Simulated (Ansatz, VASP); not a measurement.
BeS: VASP beside Ansatz

```
Be S
1.0
     3.46216    0.00000    0.00000
    -1.73108    2.99832    0.00000
     0.00000    0.00000    6.99243
Be S
2 2
Direct
  0.33333 0.66667 0.25000
  0.66667 0.33333 0.75000
  0.66667 0.33333 0.25000
  0.33333 0.66667 0.75000
```

Alike in both runs: task single point; functional PBE; k mesh 6 × 6 × 4; no spin polarisation.

```csv
,VASP,Ansatz
version,VASP 6.6.1,Ansatz 0.2.0
potentials or method,"VASP PAW PBE potentials, release 64 (Be, S)","plane waves, PAW"
plane-wave cutoff (eV),520,420
occupations,"gaussian, width 0.01 eV",fixed
valence electrons in the cell,16,16
```

VASP gave:

| Item | Value |
| --- | --- |
| gap on the k mesh at the Fermi level (eV) | 3.99 |
| pressure (GPa) | 0.5 |

Q: What did Ansatz give for the same quantities?

A: gap on the k mesh at the Fermi level (eV): 3.96; pressure (GPa): 0.5.
